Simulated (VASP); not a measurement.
Input of a VASP 6.6.1 run:

INCAR

```
SYSTEM = BN
ALGO     = Normal         ! electronic algorithm
EDIFF    = 1E-6           ! SCF threshold, eV
ENCUT    = 600            ! plane-wave cutoff, eV
GGA      = CA             ! functional
GGA_COMPAT= .False.      
ISIF     = 2              ! what is computed and relaxed
ISMEAR   = 0              ! smearing method
LASPH    = .True.         ! aspherical terms in the spheres
LCHARG   = .False.        ! write CHGCAR
LREAL    = .False.        ! projectors in reciprocal space
LWAVE    = .False.        ! write WAVECAR
NBANDS   = 11             ! bands
NELM     = 120            ! most SCF steps
PREC     = Accurate       ! precision mode
SIGMA    = 0.05           ! smearing width, eV
```

Contents of KPOINTS:

```
k-points
0
Gamma
  12 12 12
  0 0 0
```

Contents of POSCAR:

```
BN
1.0
    1.3011666545      0.7512289182      3.2380170272
   -1.3011666545      0.7512289182      3.2380170272
    0.0000000000     -1.5024578365      3.2380170272
B N
1 1
Direct
    0.9996712000      0.9996712000      0.9996712000
    0.3327618000      0.3327618000      0.3327618000
```

Potentials or basis: VASP PAW LDA potentials, release 64 (B, N).

The run is started by

```bash
$ cat potpaw_LDA.64/B/POTCAR potpaw_LDA.64/N/POTCAR > POTCAR
$ mpirun -np 1 vasp_std > vasp.out
```

**Question.** Predict the band gap on the k mesh.

**Answer.** 3.75 eV, indirect (least direct gap 4.29 eV).

**Question.** What does it give for the largest force?

**Answer.** 0.030 eV/Å.

**Question.** Predict the pressure.

**Answer.** -27.9 GPa.

Stress tensor (GPa, compression positive):
```
-41.58   0.00   0.00
  0.00 -41.58   0.00
  0.00   0.00  -0.43
```

Caveat: the cell differs from its parent crystal (strain +0.040 along x and y, -0.040 along z). A k mesh can miss the band edges.
